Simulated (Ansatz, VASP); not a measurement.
## CaSe: VASP beside Ansatz

```xyz
16
Lattice="0.0000 5.9120 5.9120 5.9120 0.0000 5.9120 5.9120 5.9120 0.0000" Properties=species:S:1:pos:R:3 pbc="T T T"
Ca    0.0000    0.0000    0.0000
Ca    2.9560    2.9560    0.0000
Ca    2.9560    0.0000    2.9560
Ca    5.9120    2.9560    2.9560
Ca    0.0000    2.9560    2.9560
Ca    2.9560    5.9120    2.9560
Ca    2.9560    2.9560    5.9120
Ca    5.9120    5.9120    5.9120
Se    2.9560    2.9560    2.9560
Se    5.9120    5.9120    2.9560
Se    5.9120    2.9560    5.9120
Se    8.8680    5.9120    5.9120
Se    2.9560    5.9120    5.9120
Se    5.9120    8.8680    5.9120
Se    5.9120    5.9120    8.8680
Se    8.8680    8.8680    8.8680
```

Alike in both runs: task electric field gradients; functional PBE; k mesh 3 × 3 × 3; no spin polarisation.

```csv
,VASP,Ansatz
version,VASP 6.6.1,Ansatz 0.2.0
potentials or method,"VASP PAW PBE potentials, release 64 (Ca_sv, Se)","plane-wave PAW, scalar-relativistic"
plane-wave cutoff (eV),520,420
occupations,"gaussian, width 0.01 eV",fixed
valence electrons in the cell,128,208
```

```tsv
	VASP	Ansatz	Ansatz less VASP
gap on the k mesh at the Fermi level (eV)	2.02	2.03	+0.010
```

VASP's potentials hold 128 valence electrons a cell and Ansatz's 208, so a difference there can come from the potentials and not from the codes.
